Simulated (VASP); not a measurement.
Te:

```xyz
1
Lattice="2.3511 1.3574 1.7241 -2.3511 1.3574 1.7241 0.0000 -2.7149 1.7241" Properties=species:S:1:pos:R:3 pbc="T T T"
Te    0.0000    0.0000    2.5862
```

This cell differs from its parent crystal: volume scaled by 1.06.

Base run:

- Program: VASP 6.6.1
- Functional: PBEsol
- Potentials or basis: VASP PAW PBE potentials, release 64 (Te)
- Cutoff: 520 eV
- k mesh: 9 × 9 × 9
- Occupations: fermi-dirac, width 0.05 eV
- Spin: no spin polarisation

Its results: band gap on the k mesh zero (band 3 reaches 8.40 eV, above the bottom of band 4 at 3.86 eV); pressure -3.0 GPa.

Task: The run is repeated on the same cell with these changes: functional from PBEsol to LDA; potentials or basis from VASP PAW PBE potentials, release 64 (Te) to VASP PAW LDA potentials, release 64 (Te). What comes out?

Result: Band gap on the k mesh zero (band 3 reaches 8.36 eV, above the bottom of band 4 at 3.85 eV); pressure -3.9 GPa.

Caveats: spin-orbit coupling is left out, which moves the levels of the heavy elements; the PAW data sets were made with another functional, which shifts forces and pressure a little (some runs).
